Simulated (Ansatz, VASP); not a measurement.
**Zr in VASP and in Ansatz**

INCAR

```
SYSTEM = Zr
ALGO = Normal ; EDIFF = 1E-6
ENCUT = 500 ; GGA = PS
GGA_COMPAT = .FALSE. ; ISIF = 2
ISMEAR = 0 ; LASPH = .TRUE.
LCHARG = .FALSE. ; LREAL = .FALSE.
LWAVE = .FALSE. ; NBANDS = 19
NELM = 120 ; PREC = Accurate
SIGMA = 0.1
```

Contents of KPOINTS:

```
k-points
0
G
  6 6 4
  0 0 0
```

The input POSCAR:

```
Zr
1.0
    3.2392314131      0.0000000000      0.0000000000
   -1.6196157065      2.8052566925      0.0000000000
    0.0000000000      0.0000000000      5.1722200000
Zr
2
Direct
    0.3333333300      0.6666666700      0.2500000000
    0.6666666700      0.3333333300      0.7500000000
```

Input for Ansatz:

```yaml
crystal:
  lattice:
    - [3.2392314131, 0.0, 0.0]
    - [-1.6196157065, 2.8052566925, 0.0]
    - [0.0, 0.0, 5.17222]
  atoms:
    - { symbol: Zr, position: [0.33333333, 0.66666667, 0.25] }
    - { symbol: Zr, position: [0.66666667, 0.33333333, 0.75] }
basis:
  ecutwfc: 420
kpoints:
  mp_grid: { grid: [6, 6, 4] }
hamiltonian:
  xc: pbesol
scf:
  occupations: { method: gaussian, width: 0.1 }
output:
  forces: true
  stress: true
  eigenvalues: true
```

Alike in both runs: task single point; functional PBEsol; k mesh 6 × 6 × 4; occupations gaussian, width 0.1 eV; no spin polarisation.

|  | VASP | Ansatz |
| --- | --- | --- |
| version | VASP 6.6.1 | Ansatz 0.2.0 |
| potentials or method | VASP PAW PBE potentials, release 64 (Zr_sv), cutoff 500 eV | scalar-relativistic, plane waves, PAW |
| valence electrons in the cell | 24 | 24 |

|  | VASP | Ansatz | Ansatz less VASP |
| --- | --- | --- | --- |
| gap on the k mesh at the Fermi level (eV) | none | none | - |
| pressure (GPa) | -4.3 | -4.3 | -0.07 |
| traceless stress, the component that is largest in VASP (GPa) | 0.41 | 0.41 | -0.004 |

VASP's potentials were made for PBE, not for PBEsol. A gap of «none» marks a metal or a gap that the smearing closes. With one functional, cell and mesh, what is left measures potentials, basis and numerics.

The k mesh is coarse, so the values compare programs but aren't converged.
